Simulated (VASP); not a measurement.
# Ba (Immm) in VASP: notebook

Runs on Ba. Level: LDA. Tasks: single point.

Everything below comes from runs of VASP 6.6.1. Logs are shortened: lines on timing, memory, paths and dates and some standing lists are left out, and cuts for length are marked.

## Step 1: The cell of the first run

The structure is orthorhombic, space group Immm (No. 71). The conventional cell has a = 4.688 Å, b = 5.000 Å, c = 5.312 Å, α = 90.00°, β = 90.00°, γ = 90.00°. Within 5.7 Å of Ba (site symmetry mmm) lie 14 Ba at 4.34 to 5.31 Å.

## Step 2: Single point, LDA (strain +0.0625 x Voigt [1, -1, 0, 0, 0, 0])

File INCAR:

```
SYSTEM = Ba
PREC = Accurate ; ENCUT = 520
EDIFF = 1E-6 ; ISMEAR = 0
SIGMA = 0.15 ; LREAL = .False.
LASPH = .True. ; NELM = 60
ALGO = Fast ; ISIF = 2
LWAVE = .False. ; LCHARG = .True.
GGA = CA ; LELF = .True.
LVHAR = .True. ; NBANDS = 11
```

File KPOINTS:

```
regular mesh
0
Gamma
  14 14 14
  0 0 0
```

File POSCAR:

```
Ba
1.0
   -2.6562500000      2.3437500000      2.5000000000
    2.6562500000     -2.3437500000      2.5000000000
    2.6562500000      2.3437500000     -2.5000000000
Ba
1
Direct
    0.0000000000      0.0000000000      0.0000000000
```

Potentials or basis: VASP PAW LDA potentials, release 64 (Ba_sv).

Command:

```
cat potpaw_LDA.64/Ba_sv/POTCAR > POTCAR
mpirun -np 1 vasp_std > vasp.out
```

OUTCAR:

```text
SYSTEM = Ba
   PREC = Accurate
   ENCUT = 520
   EDIFF = 1E-6
   ISMEAR = 0
   LREAL = .False.
   LASPH = .True.
   NELM = 60
   ISIF = 2
   GGA = CA

 ion  position               nearest neighbor table
   1  0.000  0.000  0.000-

  LATTYP: Found a body centered orthorhombic cell.
 ALAT       =     4.6875000000
 B/A-ratio  =     1.0666666667
 C/A-ratio  =     1.1333333333

  Lattice vectors:

 A1 = (  -2.6562500000,  -2.3437500000,  -2.5000000000)
 A2 = (  -2.6562500000,   2.3437500000,   2.5000000000)
 A3 = (   2.6562500000,   2.3437500000,  -2.5000000000)

Analysis of symmetry for initial positions (statically):
=====================================================================
 Subroutine PRICEL returns:
 Original cell was already a primitive cell.

 Routine SETGRP: Setting up the symmetry group for a
 body centered orthorhombic supercell.

 Subroutine GETGRP returns: Found  8 space group operations
 (whereof  8 operations were pure point group operations)
 out of a pool of  8 trial point group operations.

The static configuration has the point symmetry D_2h.

Analysis of symmetry for dynamics (positions and initial velocities):
=====================================================================
 Subroutine PRICEL returns:
 Original cell was already a primitive cell.

 Routine SETGRP: Setting up the symmetry group for a
 body centered orthorhombic supercell.

 Subroutine GETGRP returns: Found  8 space group operations
 (whereof  8 operations were pure point group operations)
 out of a pool of  8 trial point group operations.

The dynamic configuration has the point symmetry D_2h.

 Subroutine INISYM returns: Found  8 space group operations
 (whereof  8 operations are pure point group operations),
 and found     1 'primitive' translations

----------------------------------------------------------------------------------------

                                     Primitive cell

  volume of cell :      62.2559

  direct lattice vectors                    reciprocal lattice vectors
    -2.656250000  2.343750000  2.500000000     0.000000000  0.213333333  0.200000000
     2.656250000 -2.343750000  2.500000000     0.188235294  0.000000000  0.200000000
     2.656250000  2.343750000 -2.500000000     0.188235294  0.213333333  0.000000000

  length of vectors
     4.335761539  4.335761539  4.335761539     0.292422829  0.274649824  0.284505953

  position of ions in fractional coordinates (direct lattice)
     0.000000000  0.000000000  0.000000000

  ion indices of the primitive-cell ions
   primitive index   ion index
                 1           1

----------------------------------------------------------------------------------------

 KPOINTS: regular mesh

Automatic generation of k-mesh.
 Grid dimensions read from file:
 generate k-points for:   14   14   14

 Generating k-lattice:

  Cartesian coordinates                     Fractional coordinates (reciprocal lattice)
     0.000000000  0.015238095  0.014285714     0.071428571  0.000000000  0.000000000
     0.013445378  0.000000000  0.014285714     0.000000000  0.071428571  0.000000000
     0.013445378  0.015238095  0.000000000     0.000000000  0.000000000  0.071428571

  Length of vectors
     0.020887345  0.019617845  0.020321854

  Shift w.r.t. Gamma in fractional coordinates (k-lattice)
     0.000000000  0.000000000  0.000000000

 Subroutine IBZKPT returns following result:
 ===========================================

 Found    428 irreducible k-points:

 Following reciprocal coordinates:
            Coordinates               Weight
  0.000000  0.000000  0.000000      1.000000
  0.071429 -0.000000  0.000000      4.000000
  0.142857 -0.000000  0.000000      4.000000
  0.214286 -0.000000  0.000000      4.000000
  0.285714 -0.000000  0.000000      4.000000
  0.357143 -0.000000  0.000000      4.000000
[... 16 lines left out ...]
  0.000000  0.142857  0.000000      4.000000
  0.071429  0.142857  0.000000      8.000000
 [... further k-points ...]
   k-points           NKPTS =    428   k-points in BZ     NKDIM =    428   number of bands    NBANDS=     11
   number of dos      NEDOS =    301   number of ions     NIONS =      1
   total plane-waves  NPLWV =  32768
   dimension x,y,z NGX =    32 NGY =   32 NGZ =   32
   dimension x,y,z NGXF=    64 NGYF=   64 NGZF=   64
   ions per type =               1
   NGX,Y,Z   is equivalent  to a cutoff of  12.27, 12.27, 12.27 a.u.
   NGXF,Y,Z  is equivalent  to a cutoff of  24.54, 24.54, 24.54 a.u.
 SYSTEM =  Ba
   PREC   = accura    normal or accurate (medium, high low for compatibility)
   ISTART =      0    job   : 0-new  1-cont  2-samecut
   ICHARG =      2    charge: 1-file 2-atom 10-const
   ISPIN  =      1    spin polarized calculation?
   LNONCOLLINEAR =      F non collinear calculations
   LSORBIT =      F    spin-orbit coupling
   LASPH  =      T    aspherical Exc in radial PAW
   ENCUT  =  520.0 eV  38.22 Ry    6.18 a.u.   8.06  8.06  8.06*2*pi/ulx,y,z
   NELM   =     60;   NELMIN=  2; NELMDL= -5     # of ELM steps
   EDIFF  = 0.1E-05   stopping-criterion for ELM
   LREAL  =      F    real-space projection
   EDIFFG = 0.1E-04   stopping-criterion for IOM
   NSW    =      0    number of steps for IOM
   IBRION =     -1    ionic relax: 0-MD 1-quasi-New 2-CG
   NFREE  =      0    steps in history (QN), initial steepest desc. (CG)
   ISIF   =      2    stress and relaxation
   ISYM   =      2    0-nonsym 1-usesym 2-fastsym
   POTIM  = 0.5000    time-step for ionic-motion
   TEBEG  =    0.0;   TEEND  =   0.0 temperature during run
   PSTRESS=    0.0 pullay stress
   NELECT =      10.0000    total number of electrons
   NUPDOWN=      -1.0000    fix difference up-down
   EMIN   =  10.00;   EMAX   =-10.00  energy-range for DOS
   EFERMI =   0.00;   METHOD = LEGACY
   ISMEAR =     0;   SIGMA  =   0.15  broadening in eV -4-tet -1-fermi 0-gaus
   EFERMI_NEDOS =   21; number of points for ismear=-14 and -15
   IALGO  =     68    algorithm
   IMIX   =      4    mixing-type and parameters
     AMIX     =   0.40;   BMIX     =  1.00
     AMIX_MAG =   1.60;   BMIX_MAG =  1.00
  volume/ion in A,a.u.               =      62.26       420.12
  Fermi-wavevector in a.u.,A,eV,Ry     =   0.889914  1.681694 10.775094  0.791947
  Thomas-Fermi vector in A             =   2.011537
   LORBIT       =      0    0 simple, 1 ext, 2 COOP (PROOUT), +10 PAW based schemes
   GGA     = CA    functional components
   LHFCALC =     F    Hartree Fock is set to
   AEXX    =    0.0000 exact exchange contribution
   IVDW    =     0    specifies the selected vdW correction
   LEPSILON=     F    determine dielectric tensor
   LRPA    =     F    only Hartree local field effects (RPA)
 non-spin polarized calculation
 RMM-DIIS sequential band-by-band and
 Gauss-broadening in eV      SIGMA  =   0.15
  energy-cutoff  :      520.00
  volume of cell :       62.26
 maximum number of plane-waves:      1700
   NGX = 17   NGY = 17   NGZ = 17

 number of electron      10.0000000 magnetization

 number of electron       9.9999999 magnetization

 Free energy of the ion-electron system (eV)
  ---------------------------------------------------
  ext. energy  EPLUGINS =         0.00000000
  ---------------------------------------------------
  free energy    TOTEN  =        -2.21841915 eV

  energy without entropy =       -2.20463750  energy(sigma->0) =       -2.21152833

 E-fermi :   1.4797     XC(G=0):  -7.6539

 val. band max:        1.4794283126   @ k =   0.5000  -0.3571   0.2857
 cond. band min:       1.4884949457   @ k =   0.3571   0.2143   0.1429
 fundamental gap:      0.0090666331
 Fermi energy:         1.4796917343

 k-point     1 :       0.0000    0.0000    0.0000
  band No.  band energies     occupation
      1     -27.3335      2.00000
      2     -12.2907      2.00000
      3     -12.2901      2.00000
      4     -12.2824      2.00000
      5      -1.2926      2.00000
      6       2.8865      0.00000
      7       3.3211      0.00000
      8       3.6467      0.00000
      9       4.1872      0.00000
     10       5.1284      0.00000
     11       8.0656      0.00000

 k-point     2 :       0.0714   -0.0000    0.0000
  band No.  band energies     occupation
      1     -27.3311      2.00000
      2     -12.3127      2.00000
      3     -12.2991      2.00000
      4     -12.2881      2.00000
      5      -1.1876      2.00000
      6       2.8799      0.00000
      7       3.3276      0.00000
      8       3.5746      0.00000
      9       4.2053      0.00000
     10       4.9943      0.00000
     11       8.2865      0.00000

 k-point     3 :       0.1429   -0.0000    0.0000
  band No.  band energies     occupation
      1     -27.3242      2.00000
      2     -12.3837      2.00000
      3     -12.3240      2.00000
      4     -12.2937      2.00000
      5      -0.8880      2.00000
      6       2.7245      0.00000
      7       3.3085      0.00000
      8       3.5308      0.00000
      9       4.2973      0.00000
     10       4.8194      0.00000
     11       8.8974      0.00000

 k-point     4 :       0.2143   -0.0000    0.0000
  band No.  band energies     occupation
      1     -27.3143      2.00000
      2     -12.4838      2.00000
      3     -12.3597      2.00000
      4     -12.3012      2.00000
      5      -0.4439      2.00000
      6       2.4485      0.00000
      7       2.9185      0.00000
      8       3.9877      0.00000
      9       4.4819      0.00000
     10       4.8067      0.00000
     11       9.1788      0.00000
[... 239 lines left out ...]
 k-point    22 :      -0.0714    0.0714   -0.0000
  band No.  band energies     occupation
      1     -27.3311      2.00000
      2     -12.3128      2.00000
      3     -12.2983      2.00000
      4     -12.2872      2.00000
      5      -1.1933      2.00000
      6       2.9077      0.00000
      7       3.2700      0.00000
      8       3.6354      0.00000
      9       4.1619      0.00000
     10       5.0221      0.00000
     11       8.3031      0.00000

 k-point    23 :       0.0000    0.1429    0.0000
  band No.  band energies     occupation
      1     -27.3254      2.00000
      2     -12.3885      2.00000
      3     -12.3072      2.00000
      4     -12.2879      2.00000
      5      -0.9389      2.00000
      6       2.7862      0.00000
      7       3.2345      0.00000
      8       3.8759      0.00000
      9       3.9259      0.00000
     10       4.9877      0.00000
     11       8.6152      0.00000

 k-point    24 :       0.0714    0.1429    0.0000
  band No.  band energies     occupation
      1     -27.3195      2.00000
      2     -12.4491      2.00000
      3     -12.3226      2.00000
      4     -12.2973      2.00000
      5      -0.6724      2.00000
      6       2.6365      0.00000
      7       3.1065      0.00000
      8       3.8854      0.00000
      9       4.1184      0.00000
     10       4.9742      0.00000
     11       8.8668      0.00000

 [... further k-points ...]

------------------------ aborting loop because EDIFF is reached ----------------------------------------

  FORCE on cell =-STRESS in cart. coord.  units (eV):
  Direction    XX          YY          ZZ          XY          YZ          ZX
  --------------------------------------------------------------------------------------
  -------------------------------------------------------------------------------------
  Total       -0.5212025     -0.3261654     -0.4924294      0.0000000      0.0000000      0.0000000
  in kB      -13.4133369     -8.3939855    -12.6728520      0.0000000      0.0000000      0.0000000
  external PRESSURE =     -11.4933915 kB  Pullay stress =       0.0000000 kB

 VOLUME and BASIS-vectors are now :
 -----------------------------------------------------------------------------
  energy-cutoff  :      520.00
  volume of cell :       62.26
      direct lattice vectors                 reciprocal lattice vectors
    -2.656250000  2.343750000  2.500000000     0.000000000  0.213333333  0.200000000
     2.656250000 -2.343750000  2.500000000     0.188235294  0.000000000  0.200000000
     2.656250000  2.343750000 -2.500000000     0.188235294  0.213333333  0.000000000

 POSITION                                       TOTAL-FORCE (eV/Angst)
 -----------------------------------------------------------------------------------
      0.00000      0.00000      0.00000        -0.000000      0.000000      0.000000
 -----------------------------------------------------------------------------------
    total drift:                                0.000000      0.000000     -0.000000

  FREE ENERGIE OF THE ION-ELECTRON SYSTEM (eV)
  ---------------------------------------------------
  free  energy   TOTEN  =        -2.2184191509 eV

  energy  without entropy=       -2.2046375041  energy(sigma->0) =       -2.21152833
```

It took 91 s on 1 thread of AMD EPYC 9R45 (Zen 5), shared host; peak memory 0.35 GiB.

What came out:

| Property | Result |
| --- | --- |
| Free energy | -2.2184 eV |
| Pressure | -1.1 GPa |
| Band gap on the k mesh | zero (bands 5 and 6 overlap by 0.86 eV) |

Stress tensor (GPa, compression positive):
```
-1.34  0.00  0.00
 0.00 -0.84  0.00
 0.00  0.00 -1.27
```

Levels at points of the mesh, in eV from the Fermi level:
| k point | band 2 | band 3 | band 4 | band 5 | band 6 | band 7 | band 8 | band 9 |
| --- | --- | --- | --- | --- | --- | --- | --- | --- |
| (0.00, 0.00, 0.00) | -13.77 | -13.77 | -13.76 | -2.77 | 1.41 | 1.84 | 2.17 | 2.71 |
| (0.50, 0.00, 0.00) | -14.25 | -13.95 | -13.80 | -0.89 | 0.28 | 1.56 | 3.51 | 4.22 |
| (0.00, 0.50, 0.00) | -14.26 | -13.89 | -13.76 | -0.98 | 1.06 | 1.16 | 2.58 | 3.58 |
| (0.50, 0.50, 0.00) | -14.26 | -13.92 | -13.79 | -0.92 | 0.63 | 1.38 | 2.87 | 4.15 |
| (0.50, 0.50, 0.50) | -14.16 | -14.10 | -14.04 | -0.64 | -0.48 | 3.75 | 4.39 | 4.63 |

Caveat: the cell differs from its parent crystal (strain +0.0625 x Voigt [1, -1, 0, 0, 0, 0]); spin-orbit coupling is left out, which moves the levels of the heavy elements.

[end of part 1 of 2]
